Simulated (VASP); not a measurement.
# Tl (Fm-3m) in VASP: further runs

Runs on Tl. Level: PBEsol. Tasks: single point.

All numbers are computed with VASP 6.6.1; they aren't measurements. Logs are shortened: lines on timing, memory, paths and dates and some standing lists are left out, and cuts for length are marked.

**1. The cell of the first run**

It takes space group Fm-3m (No. 225, cubic). Conventional cell: a = 4.845 Å, b = 4.845 Å, c = 4.845 Å, α = 90.00°, β = 90.00°, γ = 90.00°. Tl (site symmetry m-3m) has 12 Tl at 3.43 Å within 4.5 Å.

This isn't the form of Tl at room conditions, which is hcp.

**2. Single point, PBEsol**

INCAR

```
  PREC = Accurate
  ENCUT = 520
  EDIFF = 1E-7
  ISMEAR = -1
  SIGMA = 0.1
  LREAL = False
  LASPH = True
  NELM = 60
  ALGO = Normal
  ISIF = 2
  LWAVE = False
  LCHARG = False
  GGA = PS
  NBANDS = 12
```

KPOINTS

```
regular mesh
0
Gamma
  11 11 11
```

POSCAR

```
Tl
1.0
    0.0000000000      2.4225044139      2.4225044139
    2.4225044139      0.0000000000      2.4225044139
    2.4225044139      2.4225044139      0.0000000000
Tl
1
Direct
    0.0000000000      0.0000000000      0.0000000000
```

Potentials or basis: VASP PAW PBE potentials, release 64 (Tl_d).

Started as:

```console
$ cat potpaw_PBE.64/Tl_d/POTCAR > POTCAR
$ mpirun -np 1 vasp_std > vasp.out
```

OUTCAR:

```text
PREC = Accurate
   ENCUT = 520
   EDIFF = 1E-7
   ISMEAR = -1
   LREAL = False
   LASPH = True
   NELM = 60
   ISIF = 2
   GGA = PS

 ion  position               nearest neighbor table
   1  0.000  0.000  0.000-

  LATTYP: Found a face centered cubic cell.
 ALAT       =     4.8450088278

  Lattice vectors:

 A1 = (   0.0000000000,   2.4225044139,   2.4225044139)
 A2 = (   2.4225044139,   0.0000000000,   2.4225044139)
 A3 = (   2.4225044139,   2.4225044139,   0.0000000000)

Analysis of symmetry for initial positions (statically):
=====================================================================
 Subroutine PRICEL returns:
 Original cell was already a primitive cell.

 Routine SETGRP: Setting up the symmetry group for a
 face centered cubic supercell.

 Subroutine GETGRP returns: Found 48 space group operations
 (whereof 48 operations were pure point group operations)
 out of a pool of 48 trial point group operations.

The static configuration has the point symmetry O_h .

Analysis of symmetry for dynamics (positions and initial velocities):
=====================================================================
 Subroutine PRICEL returns:
 Original cell was already a primitive cell.

 Routine SETGRP: Setting up the symmetry group for a
 face centered cubic supercell.

 Subroutine GETGRP returns: Found 48 space group operations
 (whereof 48 operations were pure point group operations)
 out of a pool of 48 trial point group operations.

The dynamic configuration has the point symmetry O_h .

 Subroutine INISYM returns: Found 48 space group operations
 (whereof 48 operations are pure point group operations),
 and found     1 'primitive' translations

----------------------------------------------------------------------------------------

                                     Primitive cell

  volume of cell :      28.4331

  direct lattice vectors                    reciprocal lattice vectors
     0.000000000  2.422504414  2.422504414    -0.206397973  0.206397973  0.206397973
     2.422504414  0.000000000  2.422504414     0.206397973 -0.206397973  0.206397973
     2.422504414  2.422504414  0.000000000     0.206397973  0.206397973 -0.206397973

  length of vectors
     3.425938597  3.425938597  3.425938597     0.357491775  0.357491775  0.357491775

  position of ions in fractional coordinates (direct lattice)
     0.000000000  0.000000000  0.000000000

  ion indices of the primitive-cell ions
   primitive index   ion index
                 1           1

----------------------------------------------------------------------------------------

 KPOINTS: regular mesh

Automatic generation of k-mesh.
 Grid dimensions read from file:
 generate k-points for:   11   11   11

 Generating k-lattice:

  Cartesian coordinates                     Fractional coordinates (reciprocal lattice)
    -0.018763452  0.018763452  0.018763452     0.090909091  0.000000000  0.000000000
     0.018763452 -0.018763452  0.018763452     0.000000000  0.090909091  0.000000000
     0.018763452  0.018763452 -0.018763452     0.000000000  0.000000000  0.090909091

  Length of vectors
     0.032499252  0.032499252  0.032499252

  Shift w.r.t. Gamma in fractional coordinates (k-lattice)
     0.000000000  0.000000000  0.000000000

 Subroutine IBZKPT returns following result:
 ===========================================

 Found     56 irreducible k-points:

 Following reciprocal coordinates:
            Coordinates               Weight
  0.000000  0.000000  0.000000      1.000000
  0.090909  0.000000  0.000000      8.000000
  0.181818  0.000000  0.000000      8.000000
  0.272727  0.000000  0.000000      8.000000
  0.363636  0.000000  0.000000      8.000000
  0.454545  0.000000  0.000000      8.000000
[... 16 lines left out ...]
 -0.272727  0.181818  0.000000     24.000000
 -0.181818  0.181818  0.000000     12.000000
 [... further k-points ...]
   k-points           NKPTS =     56   k-points in BZ     NKDIM =     56   number of bands    NBANDS=     12
   number of dos      NEDOS =    301   number of ions     NIONS =      1
   total plane-waves  NPLWV =  21952
   dimension x,y,z NGX =    28 NGY =   28 NGZ =   28
   dimension x,y,z NGXF=    56 NGYF=   56 NGZF=   56
   ions per type =               1
   NGX,Y,Z   is equivalent  to a cutoff of  13.59, 13.59, 13.59 a.u.
   NGXF,Y,Z  is equivalent  to a cutoff of  27.17, 27.17, 27.17 a.u.
 SYSTEM =  unknown system
   PREC   = accura    normal or accurate (medium, high low for compatibility)
   ISTART =      0    job   : 0-new  1-cont  2-samecut
   ICHARG =      2    charge: 1-file 2-atom 10-const
   ISPIN  =      1    spin polarized calculation?
   LNONCOLLINEAR =      F non collinear calculations
   LSORBIT =      F    spin-orbit coupling
   LASPH  =      T    aspherical Exc in radial PAW
   ENCUT  =  520.0 eV  38.22 Ry    6.18 a.u.   6.37  6.37  6.37*2*pi/ulx,y,z
   NELM   =     60;   NELMIN=  2; NELMDL= -5     # of ELM steps
   EDIFF  = 0.1E-06   stopping-criterion for ELM
   LREAL  =      F    real-space projection
   EDIFFG = 0.1E-05   stopping-criterion for IOM
   NSW    =      0    number of steps for IOM
   IBRION =     -1    ionic relax: 0-MD 1-quasi-New 2-CG
   NFREE  =      0    steps in history (QN), initial steepest desc. (CG)
   ISIF   =      2    stress and relaxation
   ISYM   =      2    0-nonsym 1-usesym 2-fastsym
   POTIM  = 0.5000    time-step for ionic-motion
   TEBEG  =    0.0;   TEEND  =   0.0 temperature during run
   PSTRESS=    0.0 pullay stress
   NELECT =      13.0000    total number of electrons
   NUPDOWN=      -1.0000    fix difference up-down
   EMIN   =  10.00;   EMAX   =-10.00  energy-range for DOS
   EFERMI =   0.00;   METHOD = LEGACY
   ISMEAR =    -1;   SIGMA  =   0.10  broadening in eV -4-tet -1-fermi 0-gaus
   EFERMI_NEDOS =   21; number of points for ismear=-14 and -15
   IALGO  =     38    algorithm
   IMIX   =      4    mixing-type and parameters
     AMIX     =   0.40;   BMIX     =  1.00
     AMIX_MAG =   1.60;   BMIX_MAG =  1.00
  volume/ion in A,a.u.               =      28.43       191.88
  Fermi-wavevector in a.u.,A,eV,Ry     =   1.261192  2.383308 21.641515  1.590606
  Thomas-Fermi vector in A             =   2.394664
   LORBIT       =      0    0 simple, 1 ext, 2 COOP (PROOUT), +10 PAW based schemes
   GGA     = PS    functional components
   LHFCALC =     F    Hartree Fock is set to
   AEXX    =    0.0000 exact exchange contribution
   IVDW    =     0    specifies the selected vdW correction
   LEPSILON=     F    determine dielectric tensor
   LRPA    =     F    only Hartree local field effects (RPA)
 non-spin polarized calculation
  energy-cutoff  :      520.00
  volume of cell :       28.43
 maximum number of plane-waves:       781
 NGX is ok and might be reduce to    28
   NGX = 13   NGY = 13   NGZ = 13

 number of electron      13.0000000 magnetization

 Free energy of the ion-electron system (eV)
  ---------------------------------------------------
  ext. energy  EPLUGINS =         0.00000000
  ---------------------------------------------------
  free energy    TOTEN  =        -2.62176368 eV

  energy without entropy =       -2.60011858  energy(sigma->0) =       -2.61094113

 E-fermi :   6.4227     XC(G=0): -10.3961

 val. band max:        6.3897474713   @ k =  -0.4545   0.3636   0.0909
 cond. band min:       6.5011449684   @ k =  -0.2727   0.3636   0.0909
 fundamental gap:      0.1113974971
 Fermi energy:         6.4227331035

 k-point     1 :       0.0000    0.0000    0.0000
  band No.  band energies     occupation
      1      -5.1057      2.00000
      2      -5.1057      2.00000
      3      -5.1057      2.00000
      4      -4.8213      2.00000
      5      -4.8213      2.00000
      6      -3.6626      2.00000
      7      16.7714      0.00000
      8      16.7714      0.00000
      9      16.7714      0.00000
     10      17.3837      0.00000
     11      20.8132      0.00000
     12      21.5863      0.00000

 k-point     2 :       0.0909    0.0000    0.0000
  band No.  band energies     occupation
      1      -5.1137      2.00000
      2      -5.0837      2.00000
      3      -5.0837      2.00000
      4      -4.8243      2.00000
      5      -4.8243      2.00000
      6      -3.4831      2.00000
      7      14.8310      0.00000
      8      16.5803      0.00000
      9      16.5803      0.00000
     10      17.3350      0.00000
     11      21.1428      0.00000
     12      21.8881      0.00000

 k-point     3 :       0.1818    0.0000    0.0000
  band No.  band energies     occupation
      1      -5.1495      2.00000
      2      -5.0445      2.00000
      3      -5.0445      2.00000
      4      -4.8109      2.00000
      5      -4.8109      2.00000
      6      -2.9269      2.00000
      7      11.7565      0.00000
      8      16.1064      0.00000
      9      16.1064      0.00000
     10      17.2942      0.00000
     11      20.5939      0.00000
     12      21.6361      0.00000
[... 286 lines left out ...]
 k-point    23 :      -0.2727    0.1818    0.0000
  band No.  band energies     occupation
      1      -5.1474      2.00000
      2      -5.0912      2.00000
      3      -4.9404      2.00000
      4      -4.7851      2.00000
      5      -4.7220      2.00000
      6      -0.5336      2.00000
      7       7.4555      0.00007
      8      10.3917      0.00000
      9      15.1267      0.00000
     10      16.8663      0.00000
     11      20.3521      0.00000
     12      21.4059      0.00000

 k-point    24 :      -0.1818    0.1818    0.0000
  band No.  band energies     occupation
      1      -5.1347      2.00000
      2      -5.0669      2.00000
      3      -4.9195      2.00000
      4      -4.8973      2.00000
      5      -4.7379      2.00000
      6      -1.6779      2.00000
      7       9.6726      0.00000
      8      11.1589      0.00000
      9      16.3250      0.00000
     10      17.8429      0.00000
     11      19.4497      0.00000
     12      20.9402      0.00000

 [... further k-points ...]

------------------------ aborting loop because EDIFF is reached ----------------------------------------

  FORCE on cell =-STRESS in cart. coord.  units (eV):
  Direction    XX          YY          ZZ          XY          YZ          ZX
  --------------------------------------------------------------------------------------
  -------------------------------------------------------------------------------------
  Total       -0.0115243     -0.0115243     -0.0115243      0.0000000      0.0000000      0.0000000
  in kB       -0.6493837     -0.6493837     -0.6493837      0.0000000      0.0000000      0.0000000
  external PRESSURE =      -0.6493837 kB  Pullay stress =       0.0000000 kB

 VOLUME and BASIS-vectors are now :
 -----------------------------------------------------------------------------
  energy-cutoff  :      520.00
  volume of cell :       28.43
      direct lattice vectors                 reciprocal lattice vectors
     0.000000000  2.422504414  2.422504414    -0.206397973  0.206397973  0.206397973
     2.422504414  0.000000000  2.422504414     0.206397973 -0.206397973  0.206397973
     2.422504414  2.422504414  0.000000000     0.206397973  0.206397973 -0.206397973

 POSITION                                       TOTAL-FORCE (eV/Angst)
 -----------------------------------------------------------------------------------
      0.00000      0.00000      0.00000         0.000000      0.000000      0.000000
 -----------------------------------------------------------------------------------
    total drift:                               -0.000000     -0.000000     -0.000000

  FREE ENERGIE OF THE ION-ELECTRON SYSTEM (eV)
  ---------------------------------------------------
  free  energy   TOTEN  =        -2.6217636827 eV

  energy  without entropy=       -2.6001185770  energy(sigma->0) =       -2.61094113
```

Wall time 37 s (1 thread of Intel Xeon 8259CL, shared host); peak memory 0.16 GiB.

What came out:

| Quantity | Value |
| --- | --- |
| Free energy | -2.6218 eV |
| Pressure | -0.1 GPa |
| Band gap on the k mesh | zero (an odd number of electrons rules out a gap without spin polarisation) |

Caveat: the PAW data sets were made with another functional, which shifts forces and pressure a little; spin-orbit coupling is left out, which moves the levels of the heavy elements.

**3. Single point, PBEsol (25.02 Å³/atom)**

This run uses another cell than the first one, of 25.02 Å³/atom.

INCAR

```
SYSTEM = Tl
PREC = Accurate
ENCUT = 520
EDIFF = 1E-7
ISMEAR = -1
SIGMA = 0.1
LREAL = .False.
LASPH = .True.
NELM = 80
ALGO = Normal
ISIF = 2
LWAVE = .False.
LCHARG = .True.
GGA = PS
LELF = .True.
LVHAR = .True.
NBANDS = 12
```

KPOINTS

```
regular mesh
0
Gamma
  13 13 13
  0 0 0
```

POSCAR

```
Tl
1.0
    0.0000000000      2.3214471505      2.3214471505
    2.3214471505      0.0000000000      2.3214471505
    2.3214471505      2.3214471505      0.0000000000
Tl
1
Direct
    0.0000000000      0.0000000000      0.0000000000
```

Potentials or basis: VASP PAW PBE potentials, release 64 (Tl_d).

Started as:

```console
$ cat potpaw_PBE.64/Tl_d/POTCAR > POTCAR
$ mpirun -np 1 vasp_std > vasp.out
```

Wall time 24 s (1 thread of Intel Xeon 8259CL, shared host); peak memory 0.15 GiB.

The run converged. Its results:

- Free energy: -2.5639 eV
- Pressure: 6.5 GPa
- Band gap on the k mesh: zero (an odd number of electrons rules out a gap without spin polarisation)

Levels at points of the mesh, in eV from the Fermi level:
```csv
k point,band 3,band 4,band 5,band 6,band 7,band 8,band 9,band 10
"(0.00, 0.00, 0.00)",-11.73,-11.34,-11.34,-11.02,11.12,11.45,11.45,11.45
```

Caveat: the cell stands under pressure; the PAW data sets were made with another functional, which shifts forces and pressure a little; spin-orbit coupling is left out, which moves the levels of the heavy elements.

**4. Single point, PBEsol (26.16 Å³/atom)**

This run uses another cell than the first one, of 26.16 Å³/atom.

INCAR

```
PREC = Accurate ; ENCUT = 520
EDIFF = 1E-6 ; ISMEAR = -1
SIGMA = 0.1 ; LREAL = False
LASPH = True ; NELM = 60
ALGO = Normal ; ISIF = 2
LWAVE = False ; LCHARG = False
GGA = PS ; NBANDS = 12
```

KPOINTS

```
regular mesh
0
Gamma
  13 13 13
```

POSCAR

```
Tl
1.0
    0.0000000000      2.3561007244      2.3561007244
    2.3561007244      0.0000000000      2.3561007244
    2.3561007244      2.3561007244      0.0000000000
Tl
1
Direct
    0.0000000000      0.0000000000      0.0000000000
```

Started as:

```console
$ cat potpaw_PBE.64/Tl_d/POTCAR > POTCAR
$ mpirun -np 1 vasp_std > vasp.out
```

It took 40 s on 1 thread of Intel Xeon 8259CL, shared host; peak memory 0.17 GiB.

It converged, with:

```
Free energy            : -2.6006 eV
Pressure               : 3.7 GPa
Band gap on the k mesh : zero (an odd number of electrons rules out a gap without spin polarisation)
```

Levels at points of the mesh, in eV from the Fermi level:
| k point | band 4 | band 5 | band 6 | band 7 | band 8 | band 9 |
| --- | --- | --- | --- | --- | --- | --- |
| (0.00, 0.00, 0.00) | -11.28 | -11.28 | -10.66 | 11.09 | 11.09 | 11.09 |

Caveat: the cell stands under pressure; the PAW data sets were made with another functional, which shifts forces and pressure a little; spin-orbit coupling is left out, which moves the levels of the heavy elements.

**5. Single point, PBEsol (27.30 Å³/atom)**

This run uses another cell than the first one, of 27.30 Å³/atom.

INCAR

```
SYSTEM = Tl
ALGO     = Normal         ! electronic algorithm
EDIFF    = 1E-6           ! SCF threshold, eV
ENCUT    = 520            ! plane-wave cutoff, eV
GGA      = PS             ! functional
ISIF     = 2              ! what is computed and relaxed
ISMEAR   = -1             ! smearing method
LASPH    = .TRUE.         ! aspherical terms in the spheres
LCHARG   = .TRUE.         ! write CHGCAR
LELF     = .TRUE.         ! ELF
LREAL    = .FALSE.        ! projectors in reciprocal space
LVHAR    = .TRUE.       
LWAVE    = .FALSE.        ! write WAVECAR
NBANDS   = 12             ! bands
NELM     = 60             ! most SCF steps
PREC     = Accurate       ! precision mode
SIGMA    = 0.1            ! smearing width, eV
```

KPOINTS

```
k-points
0
G
  13 13 13
  0 0 0
```

POSCAR

```
Tl
1.0
    0.0000000000      2.3897638543      2.3897638543
    2.3897638543      0.0000000000      2.3897638543
    2.3897638543      2.3897638543      0.0000000000
Tl
1
Direct
    0.0000000000      0.0000000000      0.0000000000
```

Started as:

```console
$ cat potpaw_PBE.64/Tl_d/POTCAR > POTCAR
$ mpirun -np 1 vasp_std > vasp.out
```

Run time: 43 s. Hardware: 1 thread of Intel Xeon 8259CL, shared host; peak memory 0.17 GiB.

Results (log left out):

- Free energy: -2.6197 eV
- Pressure: 1.6 GPa
- Band gap on the k mesh: zero (an odd number of electrons rules out a gap without spin polarisation)

Levels at points of the mesh, in eV from the Fermi level:
| k point | band 3 | band 4 | band 5 | band 6 | band 7 | band 8 | band 9 | band 10 |
| --- | --- | --- | --- | --- | --- | --- | --- | --- |
| (0.00, 0.00, 0.00) | -11.55 | -11.24 | -11.24 | -10.34 | 10.73 | 10.73 | 10.73 | 11.05 |

Caveat: the PAW data sets were made with another functional, which shifts forces and pressure a little; spin-orbit coupling is left out, which moves the levels of the heavy elements.

**6. Single point, PBEsol (28.43 Å³/atom)**

INCAR

```
  ALGO = Normal
  EDIFF = 1E-6
  ENCUT = 520
  GGA = PS
  ISIF = 2
  ISMEAR = -1
  LASPH = T
  LCHARG = F
  LREAL = F
  LWAVE = F
  NBANDS = 12
  NELM = 100
  PREC = Accurate
  SIGMA = 0.1
```

KPOINTS

```
k-points
0
Gamma
  13 13 13
```

POSCAR

```
Tl
1.0
    0.0000000000      2.4225044139      2.4225044139
    2.4225044139      0.0000000000      2.4225044139
    2.4225044139      2.4225044139      0.0000000000
Tl
1
Direct
    0.0000000000      0.0000000000      0.0000000000
```

Potentials or basis: VASP PAW PBE potentials, release 64 (Tl_d).

Started as:

```console
$ cat potpaw_PBE.64/Tl_d/POTCAR > POTCAR
$ mpirun -np 1 vasp_std > vasp.out
```

Wall time 39 s (1 thread of Intel Xeon 8259CL, shared host); peak memory 0.17 GiB.

The run converged. Its results:

```yaml
Free_energy: -2.6252 eV
Pressure: -0.1 GPa
Band_gap_on_the_k_mesh: zero (an odd number of electrons rules out a gap without spin polarisation)
```

Levels at points of the mesh, in eV from the Fermi level:
| k point | band 2 | band 3 | band 4 | band 5 | band 6 | band 7 | band 8 | band 9 | band 10 | band 11 |
| --- | --- | --- | --- | --- | --- | --- | --- | --- | --- | --- |
| (0.00, 0.00, 0.00) | -11.49 | -11.49 | -11.21 | -11.21 | -10.05 | 10.39 | 10.39 | 10.39 | 11.00 | 14.43 |

Caveat: the PAW data sets were made with another functional, which shifts forces and pressure a little; spin-orbit coupling is left out, which moves the levels of the heavy elements.

**7. Summary**

```tsv
cell	k mesh	gap on the mesh (eV)	pressure (GPa)
a = 3.426 Å, angles 60.0°, 1 atom	11 × 11 × 11	none	-0.1
a = 3.283 Å, angles 60.0°, 1 atom	13 × 13 × 13	none	6.5
a = 3.332 Å, angles 60.0°, 1 atom	13 × 13 × 13	none	3.7
a = 3.380 Å, angles 60.0°, 1 atom	13 × 13 × 13	none	1.6
a = 3.426 Å, angles 60.0°, 1 atom	13 × 13 × 13	none	-0.1
```

Alike in all rows: task single point; level PBEsol; potentials or basis VASP PAW PBE potentials, release 64 (Tl_d); no spin polarisation; cutoff (eV) 520; smearing fermi-dirac 0.1 eV.

Caveats: the PAW data sets were made with another functional, which shifts forces and pressure a little; spin-orbit coupling is left out, which moves the levels of the heavy elements; the cell stands under pressure (at least some runs).

Absolute energies hang on the potentials; compare differences alone.
